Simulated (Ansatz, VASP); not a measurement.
Two plane-wave programs on InGa3P4

```
CELL_PARAMETERS angstrom
5.62026 0.00000 0.00000
0.00000 5.62026 0.00000
0.00000 0.00000 5.62026
ATOMIC_POSITIONS crystal
Ga 0.50000 0.00000 0.00000
Ga 0.00000 0.50000 0.00000
Ga 0.00000 0.00000 0.50000
P 0.76000 0.24000 0.24000
P 0.24000 0.76000 0.24000
P 0.24000 0.24000 0.76000
P 0.76000 0.76000 0.76000
In 0.50000 0.50000 0.50000
```

Alike in both runs: task single point; functional PBE; k mesh 4 × 4 × 4; no spin polarisation.

|  | VASP | Ansatz |
| --- | --- | --- |
| version | VASP 6.6.1 | Ansatz 0.2.0 |
| potentials or method | VASP PAW PBE potentials, release 64 (Ga_d, P, In_d) | plane waves, PAW |
| plane-wave cutoff (eV) | 520 | 420 |
| occupations | gaussian, width 0.01 eV | fixed |
| valence electrons in the cell | 72 | 72 |

VASP gave:

- gap on the k mesh at the Fermi level (eV): 1.04
- pressure (GPa): 0.0

Which values does Ansatz return?

gap on the k mesh at the Fermi level (eV): 1.05; pressure (GPa): 0.0.
